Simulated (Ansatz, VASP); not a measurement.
# HgH3: VASP beside Ansatz

```
Hg H
1.0
    -1.50009    1.50009    3.87823
     1.50009   -1.50009    3.87823
     1.50009    1.50009   -3.87823
Hg H
1 3
Direct
  0.00000 0.00000 0.00000
  0.50000 0.50000 0.00000
  0.25000 0.75000 0.50000
  0.75000 0.25000 0.50000
```

Alike in both runs: functional PBE; k mesh 22 × 22 × 22; occupations gaussian, width 0.1 eV; no spin polarisation.

Ansatz relaxed the structure, and its values are those at the end. VASP's run is a single point on that final structure, the one shown.

|  | VASP | Ansatz |
| --- | --- | --- |
| version | VASP 6.6.1 | Ansatz 0.2.0 |
| potentials or method | VASP PAW PBE potentials, release 64 (Hg, H), cutoff 520 eV | scalar-relativistic, plane waves, PAW |
| valence electrons in the cell | 15 | 23 |

```csv
,VASP,Ansatz,Ansatz less VASP
gap on the k mesh at the Fermi level (eV),none,none,-
pressure (GPa),0.5,0.0,-0.44
```

A gap of «none» marks a metal or a gap that the smearing closes. VASP's potentials hold 15 valence electrons a cell and Ansatz's 23, so a difference there can come from the potentials and not from the codes.

Spin-orbit coupling is off throughout.
